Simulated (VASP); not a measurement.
# C (R-3m) in VASP: a series of runs, part 2 of 2

VASP 6.6.1. Earlier steps stand in the parts before.

### Step 3. Single point, LDA (strain -0.0450 x Voigt [0, 0, 1, 0, 0, 0])

File INCAR:

```
PREC = Accurate ; ENCUT = 520
EDIFF = 1E-6 ; ISMEAR = 0
SIGMA = 0.05 ; LREAL = False
LASPH = True ; NELM = 100
ALGO = Normal ; ISIF = 2
LWAVE = False ; LCHARG = False
NBANDS = 31
```

File KPOINTS:

```
Automatic mesh
0
Gamma
  12 12 12
```

File POSCAR:

```
C
1.0
    1.2456453765      0.7191736934      9.7924531144
   -1.2456453765      0.7191736934      9.7924531144
    0.0000000000     -1.4383473869      9.7924531144
C
10
Direct
    0.0248185524      0.0248185524      0.0248185524
    0.9751814476      0.9751814476      0.9751814476
    0.1086956498      0.1086956498      0.1086956498
    0.8913043502      0.8913043502      0.8913043502
    0.1583656632      0.1583656632      0.1583656632
    0.8416343368      0.8416343368      0.8416343368
    0.3748645768      0.3748645768      0.3748645768
    0.6251354232      0.6251354232      0.6251354232
    0.4253218689      0.4253218689      0.4253218689
    0.5746781311      0.5746781311      0.5746781311
```

Potentials or basis: VASP PAW LDA potentials, release 64 (C).

On the command line:

```sh
> cat potpaw_LDA.64/C/POTCAR > POTCAR
> mpirun -np 1 vasp_std > vasp.out
```

OUTCAR:

```text
PREC = Accurate
   ENCUT = 520
   EDIFF = 1E-6
   ISMEAR = 0
   LREAL = False
   LASPH = True
   NELM = 100
   ISIF = 2

 ion  position               nearest neighbor table
   1  0.025  0.025  0.025-   2 1.46   7 1.52   7 1.52   7 1.52
   2  0.975  0.975  0.975-   1 1.46   8 1.52   8 1.52   8 1.52
   3  0.109  0.109  0.109-   5 1.46   9 1.52   9 1.52   9 1.52
   4  0.891  0.891  0.891-   6 1.46  10 1.52  10 1.52  10 1.52
   5  0.158  0.158  0.158-   3 1.46   6 1.52   6 1.52   6 1.52
   6  0.842  0.842  0.842-   4 1.46   5 1.52   5 1.52   5 1.52
   7  0.375  0.375  0.375-   9 1.48   1 1.52   1 1.52   1 1.52
   8  0.625  0.625  0.625-  10 1.48   2 1.52   2 1.52   2 1.52
   9  0.425  0.425  0.425-   7 1.48   3 1.52   3 1.52   3 1.52
  10  0.575  0.575  0.575-   8 1.48   4 1.52   4 1.52   4 1.52

  LATTYP: Found a trigonal (rhomboedric) cell.
 ALAT       =     9.8975239936
 COS(alpha) =     0.9683214197

  Lattice vectors:

 A1 = (   1.2456453765,   0.7191736934,   9.7924531144)
 A2 = (  -1.2456453765,   0.7191736934,   9.7924531144)
 A3 = (   0.0000000000,  -1.4383473869,   9.7924531144)

Analysis of symmetry for initial positions (statically):
=====================================================================
 Subroutine PRICEL returns:
 Original cell was already a primitive cell.

 Routine SETGRP: Setting up the symmetry group for a
 trigonal (rhombohedral) supercell.

 Subroutine GETGRP returns: Found 12 space group operations
 (whereof 12 operations were pure point group operations)
 out of a pool of 12 trial point group operations.

The static configuration has the point symmetry D_3d.

Analysis of symmetry for dynamics (positions and initial velocities):
=====================================================================
 Subroutine PRICEL returns:
 Original cell was already a primitive cell.

[... 149 lines left out ...]
   LHFCALC =     F    Hartree Fock is set to
   AEXX    =    0.0000 exact exchange contribution
   IVDW    =     0    specifies the selected vdW correction
   LEPSILON=     F    determine dielectric tensor
   LRPA    =     F    only Hartree local field effects (RPA)
 non-spin polarized calculation
 Gauss-broadening in eV      SIGMA  =   0.05
  energy-cutoff  :      520.00
  volume of cell :       52.63
 maximum number of plane-waves:      1447
 NGX is ok and might be reduce to    80
   NGX = 37   NGY = 37   NGZ = 37

 number of electron      40.0000002 magnetization

 Free energy of the ion-electron system (eV)
  ---------------------------------------------------
  ext. energy  EPLUGINS =         0.00000000
  ---------------------------------------------------
  free energy    TOTEN  =      -100.60857452 eV

  energy without entropy =     -100.60857452  energy(sigma->0) =     -100.60857452

 E-fermi :  11.1922     XC(G=0): -13.8600

 val. band max:       10.9987910312   @ k =   0.0000   0.0000   0.0000
 cond. band min:      15.0754682733   @ k =   0.5000   0.5000  -0.0000
 fundamental gap:      4.0766772421
 Fermi energy:        11.1921612192

 k-point     1 :       0.0000    0.0000    0.0000
  band No.  band energies     occupation
      1     -11.5113      2.00000
      2     -10.3213      2.00000
      3     -10.2581      2.00000
      4      -6.7202      2.00000
      5      -6.6983      2.00000
      6      -0.8379      2.00000
[... 805 lines left out ...]
     30      22.2237      0.00000
     31      22.4643      0.00000

 [... further k-points ...]

------------------------ aborting loop because EDIFF is reached ----------------------------------------

  FORCE on cell =-STRESS in cart. coord.  units (eV):
  Direction    XX          YY          ZZ          XY          YZ          ZX
  --------------------------------------------------------------------------------------
  -------------------------------------------------------------------------------------
  Total        1.3839765      1.3839765     23.6945010      0.0000000     -0.0000000      0.0000000
  in kB       42.1277571     42.1277571    721.2522567      0.0000000     -0.0000000      0.0000000
  external PRESSURE =     268.5025903 kB  Pullay stress =       0.0000000 kB

 VOLUME and BASIS-vectors are now :
 -----------------------------------------------------------------------------
  energy-cutoff  :      520.00
  volume of cell :       52.63
      direct lattice vectors                 reciprocal lattice vectors
     1.245645376  0.719173693  9.792453114     0.401398351  0.231747446  0.034039819
    -1.245645376  0.719173693  9.792453114    -0.401398351  0.231747446  0.034039819
     0.000000000 -1.438347387  9.792453114     0.000000000 -0.463494892  0.034039819

 POSITION                                       TOTAL-FORCE (eV/Angst)
 -----------------------------------------------------------------------------------
      0.00000     -0.00000      0.72910         0.000000     -0.000000      0.378622
      0.00000     -0.00000     28.64826         0.000000      0.000000     -0.378622
      0.00000     -0.00000      3.19319         0.000000      0.000000     -0.368718
      0.00000     -0.00000     26.18417         0.000000     -0.000000      0.368718
      0.00000     -0.00000      4.65236         0.000000     -0.000000      0.528915
      0.00000     -0.00000     24.72499         0.000000      0.000000     -0.528915
      0.00000     -0.00000     11.01253         0.000000      0.000000     -0.443617
      0.00000     -0.00000     18.36483         0.000000     -0.000000      0.443617
      0.00000     -0.00000     12.49483         0.000000     -0.000000      0.446909
      0.00000     -0.00000     16.88253         0.000000      0.000000     -0.446909
 -----------------------------------------------------------------------------------
    total drift:                               -0.000000     -0.000000      0.000000

  FREE ENERGIE OF THE ION-ELECTRON SYSTEM (eV)
  ---------------------------------------------------
  free  energy   TOTEN  =      -100.6085745246 eV

  energy  without entropy=     -100.6085745246  energy(sigma->0) =     -100.60857452
```

OSZICAR:

```text
N       E                     dE             d eps       ncg     rms          rms(c)
DAV:   1     0.799083000252E+02    0.79908E+02   -0.21555E+04 11718   0.127E+03
DAV:   2    -0.989792383629E+02   -0.17889E+03   -0.17146E+03 14849   0.246E+02
DAV:   3    -0.105490395915E+03   -0.65112E+01   -0.64763E+01 15531   0.430E+01
DAV:   4    -0.105547872562E+03   -0.57477E-01   -0.57384E-01 16077   0.430E+00
DAV:   5    -0.105548522717E+03   -0.65015E-03   -0.64994E-03 15587   0.429E-01    0.141E+01
DAV:   6    -0.101874308964E+03    0.36742E+01   -0.25351E+00 13692   0.793E+00    0.816E+00
DAV:   7    -0.100612927667E+03    0.12614E+01   -0.30695E+00 13942   0.886E+00    0.177E+00
DAV:   8    -0.100608717966E+03    0.42097E-02   -0.86423E-02 15036   0.155E+00    0.999E-02
DAV:   9    -0.100608558641E+03    0.15932E-03   -0.12138E-03 15472   0.212E-01    0.405E-02
DAV:  10    -0.100608573964E+03   -0.15323E-04   -0.76097E-05 15003   0.496E-02    0.159E-02
DAV:  11    -0.100608574525E+03   -0.56024E-06   -0.33604E-06 15060   0.107E-02
   1 F= -.10060857E+03 E0= -.10060857E+03  d E =-.112848E-10
```

Run time: 29 min. Hardware: 1 thread of Intel Xeon 6975P-C (Granite Rapids), shared host; peak memory 0.73 GiB.

Results:

```yaml
Free_energy: -100.6086 eV
Pressure: 26.9 GPa
Largest_force: 0.529 eV/Å
Band_gap_on_the_k_mesh: 4.08 eV (least direct gap 4.92 eV)
```

Forces on the atoms (eV/Å):
```
C    0.000  0.000  0.379
C    0.000  0.000 -0.379
C    0.000  0.000 -0.369
C    0.000  0.000  0.369
C    0.000  0.000  0.529
C    0.000  0.000 -0.529
C    0.000  0.000 -0.444
C    0.000  0.000  0.444
C    0.000  0.000  0.447
C    0.000  0.000 -0.447
```

Stress tensor (GPa, compression positive):
```
 4.21  0.00  0.00
 0.00  4.21  0.00
 0.00  0.00 72.13
```

Levels at points of the mesh, in eV from the valence-band top:
| k point | band 16 | band 17 | band 18 | band 19 | band 20 | band 21 | band 22 | band 23 | band 24 | band 25 |
| --- | --- | --- | --- | --- | --- | --- | --- | --- | --- | --- |
| (0.00, 0.00, 0.00) | -1.66 | -1.66 | -0.27 | 0.00 | 0.00 | 4.92 | 4.92 | 6.63 | 6.63 | 6.64 |
| (0.50, 0.00, 0.00) | -4.98 | -4.88 | -4.82 | -3.73 | -2.92 | 4.33 | 4.35 | 6.39 | 6.49 | 7.10 |
| (0.50, 0.50, 0.00) | -5.87 | -4.35 | -4.30 | -3.56 | -3.54 | 4.08 | 5.12 | 5.18 | 6.32 | 7.84 |
| (0.50, 0.50, 0.50) | -1.68 | -0.63 | -0.63 | -0.57 | -0.57 | 5.54 | 5.54 | 5.68 | 5.68 | 6.97 |

Caveat: the cell differs from its parent crystal (strain -0.0450 x Voigt [0, 0, 1, 0, 0, 0]); the cell stands under pressure.

### Step 4. Single point, LDA (strain -0.0300 x Voigt [0, 0, 1, 0, 0, 0])

File INCAR:

```
SYSTEM = C
ALGO     = Normal         ! electronic algorithm
EDIFF    = 1E-6           ! SCF threshold, eV
ENCUT    = 520            ! plane-wave cutoff, eV
ISIF     = 2              ! what is computed and relaxed
ISMEAR   = 0              ! smearing method
LASPH    = .True.         ! aspherical terms in the spheres
LCHARG   = .True.         ! write CHGCAR
LELF     = .True.         ! ELF
LREAL    = .False.        ! projectors in reciprocal space
LVHAR    = .True.       
LWAVE    = .False.        ! write WAVECAR
NBANDS   = 31             ! bands
NELM     = 80             ! most SCF steps
PREC     = Accurate       ! precision mode
SIGMA    = 0.05           ! smearing width, eV
```

File KPOINTS:

```
k-points
0
Gamma
  12 12 12
  0 0 0
```

Edit POSCAR of step 3 so:

```diff
@@ -2,5 +2,5 @@
 1.0
-    1.2456453765      0.7191736934      9.7924531144
-   -1.2456453765      0.7191736934      9.7924531144
-    0.0000000000     -1.4383473869      9.7924531144
+    1.2456453765      0.7191736934      9.9462612785
+   -1.2456453765      0.7191736934      9.9462612785
+    0.0000000000     -1.4383473869      9.9462612785
 C
```

On the command line:

```sh
> cat potpaw_LDA.64/C/POTCAR > POTCAR
> mpirun -np 1 vasp_std > vasp.out
```

Wall time 31 min (1 thread of Intel Xeon 6975P-C (Granite Rapids), shared host); peak memory 0.73 GiB.

The run converged. Its results:

```yaml
Free_energy: -100.9138 eV
Pressure: 17.5 GPa
Largest_force: 0.281 eV/Å
Band_gap_on_the_k_mesh: 4.28 eV (least direct gap 5.08 eV)
```

Forces on the atoms (eV/Å):
```
C    0.000  0.000  0.190
C    0.000  0.000 -0.190
C    0.000  0.000 -0.184
C    0.000  0.000  0.184
C    0.000  0.000  0.281
C    0.000  0.000 -0.281
C    0.000  0.000 -0.225
C    0.000  0.000  0.225
C    0.000  0.000  0.227
C    0.000  0.000 -0.227
```

Stress tensor (GPa, compression positive):
```
 3.29  0.00  0.00
 0.00  3.29  0.00
 0.00  0.00 46.01
```

Levels at points of the mesh, in eV from the valence-band top:
```csv
k point,band 16,band 17,band 18,band 19,band 20,band 21,band 22,band 23,band 24,band 25
"(0.00, 0.00, 0.00)",-1.54,-1.54,-0.23,0.00,0.00,5.08,5.08,6.28,6.70,6.70
"(0.50, 0.00, 0.00)",-4.96,-4.77,-4.71,-3.70,-2.95,4.52,4.53,6.46,6.53,6.83
"(0.50, 0.50, 0.00)",-5.87,-4.33,-4.26,-3.54,-3.52,4.28,5.27,5.31,6.05,7.62
"(0.50, 0.50, 0.50)",-1.73,-0.57,-0.57,-0.52,-0.52,5.66,5.66,5.78,5.78,6.82
```

Caveat: the cell differs from its parent crystal (strain -0.0300 x Voigt [0, 0, 1, 0, 0, 0]); the cell stands under pressure. A k mesh can miss the band edges.

### Step 5. The runs side by side

```csv
cell,gap on the mesh (eV),pressure (GPa),largest force (eV/Å)
"a = 9.745 Å, angles 14.7°, 10 atoms",3.86,37.2,0.86
"a = 9.898 Å, angles 14.5°, 10 atoms",4.08,26.9,0.53
"a = 10.050 Å, angles 14.2°, 10 atoms",4.28,17.5,0.28
```

Alike in all rows: task single point; level LDA; potentials or basis VASP PAW LDA potentials, release 64 (C); no spin polarisation; k mesh 12 × 12 × 12; cutoff (eV) 520; smearing gaussian 0.05 eV.

Caveats: the cell stands under pressure.

Absolute energies hang on the potentials; compare differences alone.
